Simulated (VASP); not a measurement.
Wanted: the native input for a VASP 6.6.1 run.

```yaml
Task: single point
Functional: LDA
Potentials_or_basis: VASP PAW LDA potentials, release 64 (Ta_pv, N)
Cutoff: 520 eV
k_mesh: 6 × 6 × 4
Occupations: gaussian, width 0.1 eV
Spin: no spin polarisation
Dipole_correction: no
Further_INCAR_settings: ALGO = Normal; EDIFF = 1e-06; NBANDS = 50
```

The structure of Ta2N lies in POSCAR:

```
Ta2N
1.0
    5.2324061818      0.0000000029      0.0000000000
   -2.6162030934      4.5313966750      0.0000000000
    0.0000000000      0.0000000000      4.8768005230
Ta N
6 3
Direct
    0.6667523936      0.6667523936      0.7528099516
    0.0000000000      0.3332476064      0.7528099516
    0.3332476064      0.0000000000      0.7528099516
    0.3332476064      0.3332476064      0.2471900484
    0.0000000000      0.6667523936      0.2471900484
    0.6667523936      0.0000000000      0.2471900484
    0.6666666667      0.3333333333      0.5000000000
    0.3333333333      0.6666666667      0.5000000000
    0.0000000000      0.0000000000      0.0000000000
```

The input as run:

INCAR

```
PREC = Accurate ; ENCUT = 520
EDIFF = 1E-6 ; ISMEAR = 0
SIGMA = 0.1 ; LREAL = F
LASPH = T ; NELM = 100
ALGO = Normal ; ISIF = 2
LWAVE = F ; LCHARG = F
NBANDS = 50
```

KPOINTS

```
Automatic mesh
0
Gamma
  6 6 4
```

Potentials or basis: VASP PAW LDA potentials, release 64 (Ta_pv, N).

Launch:

```console
$ cat potpaw_LDA.64/Ta_pv/POTCAR potpaw_LDA.64/N/POTCAR > POTCAR
$ mpirun -np 1 vasp_std > vasp.out
```

Results of the run:

```yaml
Pressure: 1.5 GPa
Largest_force: 0.027 eV/Å
Band_gap_on_the_k_mesh: zero (an odd number of electrons rules out a gap without spin polarisation)
```

Caveat: spin-orbit coupling is left out, which moves the levels of the heavy elements.

Wall time 3.5 min on 1 thread of Intel Xeon 8259CL, with other jobs on the host, peak memory 0.25 GiB.
